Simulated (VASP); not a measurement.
# WSe2 (Fm-3m) in VASP: further runs

Aim: see how the results for WSe2 move with the level of theory and the settings. Levels: PBE, r2SCAN. Tasks: single point, relaxation of cell and atoms.

All numbers are computed with VASP 6.6.1; they aren't measurements. Logs are shortened: lines on timing, memory, paths and dates and some standing lists are left out, and cuts for length are marked.

### 1 The cell of the first run

It takes space group Fm-3m (No. 225, cubic). The conventional cell has a = 6.212 Å, b = 6.212 Å, c = 6.212 Å, α = 90.00°, β = 90.00°, γ = 90.00°. W (site symmetry m-3m) has 8 Se at 2.69 Å within 3.5 Å. Within 3.5 Å of Se (site symmetry -43m) lie 4 W at 2.69 Å and 6 Se at 3.11 Å.

### 2 Single point, PBE

INCAR

```
SYSTEM = WSe2
PREC = Accurate ; ENCUT = 520
EDIFF = 1E-6 ; ISMEAR = -1
SIGMA = 0.02 ; LREAL = .False.
LASPH = .True. ; NELM = 60
ALGO = Normal ; ISIF = 2
LWAVE = .False. ; LCHARG = .False.
GGA = PE ; NBANDS = 20
```

KPOINTS

```
regular mesh
0
Gamma
  6 6 6
  0 0 0
```

POSCAR

```
WSe2
1.0
    0.0000000000      3.1058615553      3.1058615553
    3.1058615553      0.0000000000      3.1058615553
    3.1058615553      3.1058615553      0.0000000000
W Se
1 2
Direct
    0.0000000000      0.0000000000      0.0000000000
    0.2500000000      0.2500000000      0.2500000000
    0.7500000000      0.7500000000      0.7500000000
```

Potentials or basis: VASP PAW PBE potentials, release 64 (W_sv, Se).

The run is started by

```
> cat potpaw_PBE.64/W_sv/POTCAR potpaw_PBE.64/Se/POTCAR > POTCAR
> mpirun -np 1 vasp_std > vasp.out
```

OUTCAR:

```text
SYSTEM = WSe2
   PREC = Accurate
   ENCUT = 520
   EDIFF = 1E-6
   ISMEAR = -1
   LREAL = .False.
   LASPH = .True.
   NELM = 60
   ISIF = 2
   GGA = PE

 ion  position               nearest neighbor table
   1  0.000  0.000  0.000-   3 2.69   3 2.69   3 2.69   2 2.69   3 2.69   2 2.69   2 2.69   2 2.69

   2  0.250  0.250  0.250-   1 2.69   1 2.69   1 2.69   1 2.69
   3  0.750  0.750  0.750-   1 2.69   1 2.69   1 2.69   1 2.69

  LATTYP: Found a face centered cubic cell.
 ALAT       =     6.2117231106

  Lattice vectors:

 A1 = (   0.0000000000,   3.1058615553,   3.1058615553)
 A2 = (   3.1058615553,   0.0000000000,   3.1058615553)
 A3 = (   3.1058615553,   3.1058615553,   0.0000000000)

Analysis of symmetry for initial positions (statically):
=====================================================================
 Subroutine PRICEL returns:
 Original cell was already a primitive cell.

 Routine SETGRP: Setting up the symmetry group for a
 face centered cubic supercell.

 Subroutine GETGRP returns: Found 48 space group operations
 (whereof 48 operations were pure point group operations)
 out of a pool of 48 trial point group operations.

The static configuration has the point symmetry O_h .

Analysis of symmetry for dynamics (positions and initial velocities):
=====================================================================
 Subroutine PRICEL returns:
 Original cell was already a primitive cell.

 Routine SETGRP: Setting up the symmetry group for a
 face centered cubic supercell.

 Subroutine GETGRP returns: Found 48 space group operations
 (whereof 48 operations were pure point group operations)
 out of a pool of 48 trial point group operations.

The dynamic configuration has the point symmetry O_h .

 Subroutine INISYM returns: Found 48 space group operations
 (whereof 48 operations are pure point group operations),
 and found     1 'primitive' translations

----------------------------------------------------------------------------------------

                                     Primitive cell

  volume of cell :      59.9206

  direct lattice vectors                    reciprocal lattice vectors
     0.000000000  3.105861555  3.105861555    -0.160985926  0.160985926  0.160985926
     3.105861555  0.000000000  3.105861555     0.160985926 -0.160985926  0.160985926
     3.105861555  3.105861555  0.000000000     0.160985926  0.160985926 -0.160985926

  length of vectors
     4.392351534  4.392351534  4.392351534     0.278835804  0.278835804  0.278835804

  position of ions in fractional coordinates (direct lattice)
     0.000000000  0.000000000  0.000000000
     0.250000000  0.250000000  0.250000000
     0.750000000  0.750000000  0.750000000

  ion indices of the primitive-cell ions
   primitive index   ion index
                 1           1
                 2           2
                 3           3

----------------------------------------------------------------------------------------

 KPOINTS: regular mesh

Automatic generation of k-mesh.
 Grid dimensions read from file:
 generate k-points for:    6    6    6

 Generating k-lattice:

  Cartesian coordinates                     Fractional coordinates (reciprocal lattice)
    -0.026830988  0.026830988  0.026830988     0.166666667  0.000000000  0.000000000
     0.026830988 -0.026830988  0.026830988     0.000000000  0.166666667  0.000000000
     0.026830988  0.026830988 -0.026830988     0.000000000  0.000000000  0.166666667

  Length of vectors
     0.046472634  0.046472634  0.046472634

  Shift w.r.t. Gamma in fractional coordinates (k-lattice)
     0.000000000  0.000000000  0.000000000

 Subroutine IBZKPT returns following result:
 ===========================================

 Found     16 irreducible k-points:

 Following reciprocal coordinates:
            Coordinates               Weight
  0.000000  0.000000  0.000000      1.000000
  0.166667  0.000000  0.000000      8.000000
  0.333333  0.000000  0.000000      8.000000
  0.500000  0.000000  0.000000      4.000000
  0.166667  0.166667  0.000000      6.000000
  0.333333  0.166667  0.000000     24.000000
[... 8 lines left out ...]
 -0.333333  0.333333  0.166667     24.000000
 -0.333333  0.500000  0.166667     12.000000
   k-points           NKPTS =     16   k-points in BZ     NKDIM =     16   number of bands    NBANDS=     20
   number of dos      NEDOS =    301   number of ions     NIONS =      3
   total plane-waves  NPLWV =  46656
   dimension x,y,z NGX =    36 NGY =   36 NGZ =   36
   dimension x,y,z NGXF=    72 NGYF=   72 NGZF=   72
   ions per type =               1   2
   NGX,Y,Z   is equivalent  to a cutoff of  13.63, 13.63, 13.63 a.u.
   NGXF,Y,Z  is equivalent  to a cutoff of  27.25, 27.25, 27.25 a.u.
 SYSTEM =  WSe2
   PREC   = accura    normal or accurate (medium, high low for compatibility)
   ISTART =      0    job   : 0-new  1-cont  2-samecut
   ICHARG =      2    charge: 1-file 2-atom 10-const
   ISPIN  =      1    spin polarized calculation?
   LNONCOLLINEAR =      F non collinear calculations
   LSORBIT =      F    spin-orbit coupling
   LASPH  =      T    aspherical Exc in radial PAW
   ENCUT  =  520.0 eV  38.22 Ry    6.18 a.u.   8.17  8.17  8.17*2*pi/ulx,y,z
   NELM   =     60;   NELMIN=  2; NELMDL= -5     # of ELM steps
   EDIFF  = 0.1E-05   stopping-criterion for ELM
   LREAL  =      F    real-space projection
   EDIFFG = 0.1E-04   stopping-criterion for IOM
   NSW    =      0    number of steps for IOM
   IBRION =     -1    ionic relax: 0-MD 1-quasi-New 2-CG
   NFREE  =      0    steps in history (QN), initial steepest desc. (CG)
   ISIF   =      2    stress and relaxation
   ISYM   =      2    0-nonsym 1-usesym 2-fastsym
   POTIM  = 0.5000    time-step for ionic-motion
   TEBEG  =    0.0;   TEEND  =   0.0 temperature during run
   PSTRESS=    0.0 pullay stress
   NELECT =      26.0000    total number of electrons
   NUPDOWN=      -1.0000    fix difference up-down
   EMIN   =  10.00;   EMAX   =-10.00  energy-range for DOS
   EFERMI =   0.00;   METHOD = LEGACY
   ISMEAR =    -1;   SIGMA  =   0.02  broadening in eV -4-tet -1-fermi 0-gaus
   EFERMI_NEDOS =   21; number of points for ismear=-14 and -15
   IALGO  =     38    algorithm
   IMIX   =      4    mixing-type and parameters
     AMIX     =   0.40;   BMIX     =  1.00
     AMIX_MAG =   1.60;   BMIX_MAG =  1.00
  volume/ion in A,a.u.               =      19.97       134.79
  Fermi-wavevector in a.u.,A,eV,Ry     =   1.239388  2.342103 20.899663  1.536082
  Thomas-Fermi vector in A             =   2.373873
   LORBIT       =      0    0 simple, 1 ext, 2 COOP (PROOUT), +10 PAW based schemes
   GGA     = PE    functional components
   LHFCALC =     F    Hartree Fock is set to
   AEXX    =    0.0000 exact exchange contribution
   IVDW    =     0    specifies the selected vdW correction
   LEPSILON=     F    determine dielectric tensor
   LRPA    =     F    only Hartree local field effects (RPA)
 non-spin polarized calculation
  energy-cutoff  :      520.00
  volume of cell :       59.92
 maximum number of plane-waves:      1639
 NGX is ok and might be reduce to    36
   NGX = 17   NGY = 17   NGZ = 17

 number of electron      26.0000000 magnetization

 Free energy of the ion-electron system (eV)
  ---------------------------------------------------
  ext. energy  EPLUGINS =         0.00000000
  ---------------------------------------------------
  free energy    TOTEN  =       -19.20869764 eV

  energy without entropy =      -19.20140797  energy(sigma->0) =      -19.20505280

 E-fermi :   6.6499     XC(G=0): -10.9230

 val. band max:        6.6249080812   @ k =   0.1667   0.1667   0.0000
 cond. band min:       6.6654884722   @ k =   0.3333   0.0000   0.0000
 fundamental gap:      0.0405803910
 Fermi energy:         6.6499166009

 k-point     1 :       0.0000    0.0000    0.0000
  band No.  band energies     occupation
      1     -67.5685      2.00000
      2     -31.7586      2.00000
      3     -31.7586      2.00000
      4     -31.7586      2.00000
      5      -8.8699      2.00000
      6      -4.7205      2.00000
[... 12 lines left out ...]
     19      10.9972      0.00000
     20      10.9972      0.00000

 k-point     2 :       0.1667    0.0000    0.0000
  band No.  band energies     occupation
      1     -67.5684      2.00000
      2     -31.7624      2.00000
      3     -31.7592      2.00000
      4     -31.7592      2.00000
      5      -8.6160      2.00000
      6      -5.1633      2.00000
[... 12 lines left out ...]
     19      12.3070      0.00000
     20      12.3070      0.00000

 k-point     3 :       0.3333    0.0000    0.0000
  band No.  band energies     occupation
      1     -67.5684      2.00000
      2     -31.7700      2.00000
      3     -31.7604      2.00000
      4     -31.7604      2.00000
      5      -7.9402      2.00000
      6      -6.0331      2.00000
[... 12 lines left out ...]
     19      13.9928      0.00000
     20      13.9928      0.00000

 k-point     4 :       0.5000    0.0000    0.0000
  band No.  band energies     occupation
      1     -67.5683      2.00000
      2     -31.7737      2.00000
      3     -31.7609      2.00000
      4     -31.7609      2.00000
      5      -7.2356      2.00000
      6      -6.7696      2.00000
[... 12 lines left out ...]
     19      13.5429      0.00000
     20      15.1958      0.00000

 k-point     5 :       0.1667    0.1667    0.0000
  band No.  band energies     occupation
      1     -67.5684      2.00000
      2     -31.7625      2.00000
      3     -31.7600      2.00000
      4     -31.7600      2.00000
      5      -8.5331      2.00000
      6      -5.2574      2.00000
[... 12 lines left out ...]
     19      12.2412      0.00000
     20      13.6131      0.00000
[... 169 lines left out ...]
      6      -6.3311      2.00000
[... 12 lines left out ...]
     19      14.0169      0.00000
     20      14.2657      0.00000

 k-point    14 :       0.5000    0.3333    0.1667
  band No.  band energies     occupation
      1     -67.5683      2.00000
      2     -31.7703      2.00000
      3     -31.7649      2.00000
      4     -31.7621      2.00000
      5      -7.4579      2.00000
      6      -6.3006      2.00000
[... 12 lines left out ...]
     19      13.7314      0.00000
     20      15.9738      0.00000

 k-point    15 :      -0.3333    0.3333    0.1667
  band No.  band energies     occupation
      1     -67.5683      2.00000
      2     -31.7706      2.00000
      3     -31.7670      2.00000
      4     -31.7628      2.00000
      5      -6.8937      2.00000
      6      -6.7655      2.00000
[... 12 lines left out ...]
     19      13.4311      0.00000
     20      15.9470      0.00000

 k-point    16 :      -0.3333    0.5000    0.1667
  band No.  band energies     occupation
      1     -67.5683      2.00000
      2     -31.7716      2.00000
      3     -31.7665      2.00000
      4     -31.7640      2.00000
      5      -6.9493      2.00000
      6      -6.5601      2.00000
[... 12 lines left out ...]
     19      13.8325      0.00000
     20      14.6681      0.00000

------------------------ aborting loop because EDIFF is reached ----------------------------------------

  FORCE on cell =-STRESS in cart. coord.  units (eV):
  Direction    XX          YY          ZZ          XY          YZ          ZX
  --------------------------------------------------------------------------------------
  -------------------------------------------------------------------------------------
  Total        0.0765042      0.0765042      0.0765042      0.0000000     -0.0000000      0.0000000
  in kB        2.0455951      2.0455951      2.0455951      0.0000000     -0.0000000      0.0000000
  external PRESSURE =       2.0455951 kB  Pullay stress =       0.0000000 kB

 VOLUME and BASIS-vectors are now :
 -----------------------------------------------------------------------------
  energy-cutoff  :      520.00
  volume of cell :       59.92
      direct lattice vectors                 reciprocal lattice vectors
     0.000000000  3.105861555  3.105861555    -0.160985926  0.160985926  0.160985926
     3.105861555  0.000000000  3.105861555     0.160985926 -0.160985926  0.160985926
     3.105861555  3.105861555  0.000000000     0.160985926  0.160985926 -0.160985926

 POSITION                                       TOTAL-FORCE (eV/Angst)
 -----------------------------------------------------------------------------------
      0.00000      0.00000      0.00000        -0.000000      0.000000     -0.000000
      1.55293      1.55293      1.55293        -0.000000     -0.000000     -0.000000
      4.65879      4.65879      4.65879         0.000000      0.000000      0.000000
 -----------------------------------------------------------------------------------
    total drift:                               -0.000000      0.000000      0.000000

  FREE ENERGIE OF THE ION-ELECTRON SYSTEM (eV)
  ---------------------------------------------------
  free  energy   TOTEN  =       -19.2086976351 eV

  energy  without entropy=      -19.2014079719  energy(sigma->0) =      -19.20505280
```

Wall time 9.9 s (1 thread of Intel Xeon 6975P-C (Granite Rapids), shared host); peak memory 0.2 GiB.

What came out:

| Item | Value |
| --- | --- |
| Free energy | -19.2087 eV |
| Pressure | 0.2 GPa |
| Band gap on the k mesh | zero (band 13 reaches 6.95 eV, above the bottom of band 14 at 6.23 eV) |

Caveat: spin-orbit coupling is left out, which moves the levels of the heavy elements.

### 3 Single point, r2SCAN

This run uses another cell than the first one, of 19.72 Å³/atom, 0.987 times its volume.

POSCAR

```
WSe2
1.0
    0.0000000000      3.0924832574      3.0924832574
    3.0924832574      0.0000000000      3.0924832574
    3.0924832574      3.0924832574      0.0000000000
W Se
1 2
Direct
    0.0000000000      0.0000000000      0.0000000000
    0.2500000000      0.2500000000      0.2500000000
    0.7500000000      0.7500000000      0.7500000000
```

INCAR.step1

```
SYSTEM = WSe2
PREC = Accurate ; ENCUT = 520
ISMEAR = -1 ; SIGMA = 0.02
LREAL = .False. ; LASPH = .True.
NELM = 80 ; NBANDS = 20
GGA = PE ; ALGO = Normal
EDIFF = 1E-4 ; LWAVE = .True.
LCHARG = .False.
```

INCAR.step2

```
SYSTEM = WSe2
PREC = Accurate ; ENCUT = 520
EDIFF = 1E-7 ; ISMEAR = -1
SIGMA = 0.02 ; LREAL = .False.
LASPH = .True. ; NELM = 80
ALGO = Normal ; ISIF = 2
LWAVE = .False. ; LCHARG = .False.
METAGGA = R2SCAN ; LMIXTAU = .True.
NBANDS = 20 ; ISTART = 1
```

KPOINTS is that of step 2.

Potentials or basis: VASP PAW PBE potentials, release 64 (W_sv, Se).

The run is started by

```
> cat potpaw_PBE.64/W_sv/POTCAR potpaw_PBE.64/Se/POTCAR > POTCAR
> cp INCAR.step1 INCAR
> mpirun -np 1 vasp_std > vasp.out
> cp INCAR.step2 INCAR
> mpirun -np 1 vasp_std > vasp.out
```

Run time: 42 s. Hardware: 1 thread of Intel Xeon 6975P-C (Granite Rapids), shared host; peak memory 0.21 GiB.

It converged, with:

| Item | Value |
| --- | --- |
| Free energy | -79.1301 eV |
| Pressure | 0.2 GPa |
| Band gap on the k mesh | zero (band 13 reaches 6.95 eV, above the bottom of band 14 at 6.14 eV) |

Levels at points of the mesh, in eV from the Fermi level:
| k point | band 9 | band 10 | band 11 | band 12 | band 13 | band 14 | band 15 | band 16 | band 17 | band 18 |
| --- | --- | --- | --- | --- | --- | --- | --- | --- | --- | --- |
| (0.00, 0.00, 0.00) | -6.11 | -0.83 | -0.83 | -0.54 | -0.54 | -0.54 | 4.59 | 4.59 | 4.59 | 4.63 |
| (0.50, 0.00, 0.00) | -4.55 | -3.19 | -3.18 | -3.18 | -0.39 | -0.39 | 1.67 | 4.32 | 4.32 | 6.98 |
| (0.50, 0.50, 0.00) | -5.40 | -2.45 | -2.45 | -1.16 | 0.09 | 1.26 | 1.78 | 3.91 | 3.91 | 5.32 |

Caveat: the PAW data sets were made with another functional, which shifts forces and pressure a little; spin-orbit coupling is left out, which moves the levels of the heavy elements.

### 4 Single point, PBE

This run uses another cell than the first one, of 19.72 Å³/atom, 0.987 times its volume.

INCAR

```
SYSTEM = WSe2
PREC = Accurate
ENCUT = 520
EDIFF = 1E-7
ISMEAR = -1
SIGMA = 0.02
LREAL = .False.
LASPH = .True.
NELM = 100
ALGO = Normal
ISIF = 2
LWAVE = .False.
LCHARG = .False.
GGA = PE
NBANDS = 20
```

KPOINTS

```
Automatic mesh
0
Gamma
  8 8 8
  0 0 0
```

POSCAR is that of step 3.

The run is started by

```
> cat potpaw_PBE.64/W_sv/POTCAR potpaw_PBE.64/Se/POTCAR > POTCAR
> mpirun -np 1 vasp_std > vasp.out
```

Run time: 17 s. Hardware: 1 thread of Intel Xeon 6975P-C (Granite Rapids), shared host; peak memory 0.21 GiB.

It converged, with:

```yaml
Free_energy: -19.2118 eV
Pressure: 0.8 GPa
Band_gap_on_the_k_mesh: zero (band 13 reaches 7.25 eV, above the bottom of band 14 at 6.34 eV)
```

Levels at points of the mesh, in eV from the Fermi level:
| k point | band 11 | band 12 | band 13 | band 14 | band 15 | band 16 |
| --- | --- | --- | --- | --- | --- | --- |
| (0.00, 0.00, 0.00) | -0.80 | -0.48 | -0.48 | -0.48 | 4.17 | 4.31 |
| (0.50, 0.00, 0.00) | -3.03 | -3.03 | -0.35 | -0.35 | 1.56 | 4.20 |
| (0.50, 0.50, 0.00) | -2.30 | -1.18 | 0.13 | 1.24 | 1.67 | 3.75 |

Caveat: spin-orbit coupling is left out, which moves the levels of the heavy elements.

### 5 Single point, r2SCAN

This run uses another cell than the first one, of 19.72 Å³/atom, 0.987 times its volume.

POSCAR is that of step 4.

INCAR.step1

```
SYSTEM = WSe2
  PREC = Accurate
  ENCUT = 520
  ISMEAR = -1
  SIGMA = 0.02
  LREAL = .False.
  LASPH = .True.
  NELM = 100
  NBANDS = 20
  GGA = PE
  ALGO = Normal
  EDIFF = 1E-4
  LWAVE = .True.
  LCHARG = .False.
```

INCAR.step2

```
SYSTEM = WSe2
  PREC = Accurate
  ENCUT = 520
  EDIFF = 1E-7
  ISMEAR = -1
  SIGMA = 0.02
  LREAL = .False.
  LASPH = .True.
  NELM = 100
  ALGO = Normal
  ISIF = 2
  LWAVE = .False.
  LCHARG = .False.
  METAGGA = R2SCAN
  LMIXTAU = .True.
  NBANDS = 20
  ISTART = 1
```

KPOINTS

```
regular mesh
0
Gamma
  8 8 8
  0 0 0
```

The run is started by

```
> cat potpaw_PBE.64/W_sv/POTCAR potpaw_PBE.64/Se/POTCAR > POTCAR
> cp INCAR.step1 INCAR
> mpirun -np 1 vasp_std > vasp.out
> cp INCAR.step2 INCAR
> mpirun -np 1 vasp_std > vasp.out
```

Run time: 61 s. Hardware: 1 thread of Intel Xeon 6975P-C (Granite Rapids), shared host; peak memory 0.22 GiB.

The run converged. Its results:

```
Free energy            : -79.1308 eV
Pressure               : -0.7 GPa
Band gap on the k mesh : zero (band 13 reaches 7.11 eV, above the bottom of band 14 at 6.10 eV)
```

Levels at points of the mesh, in eV from the Fermi level:
| k point | band 9 | band 10 | band 11 | band 12 | band 13 | band 14 | band 15 | band 16 | band 17 | band 18 |
| --- | --- | --- | --- | --- | --- | --- | --- | --- | --- | --- |
| (0.00, 0.00, 0.00) | -6.12 | -0.81 | -0.81 | -0.58 | -0.58 | -0.58 | 4.62 | 4.62 | 4.62 | 4.64 |
| (0.50, 0.00, 0.00) | -4.57 | -3.23 | -3.21 | -3.21 | -0.34 | -0.34 | 1.73 | 4.36 | 4.36 | 6.97 |
| (0.50, 0.50, 0.00) | -5.43 | -2.43 | -2.43 | -1.14 | 0.13 | 1.21 | 1.85 | 3.91 | 3.91 | 5.36 |

Caveat: the PAW data sets were made with another functional, which shifts forces and pressure a little; spin-orbit coupling is left out, which moves the levels of the heavy elements.

[end of part 1 of 2]
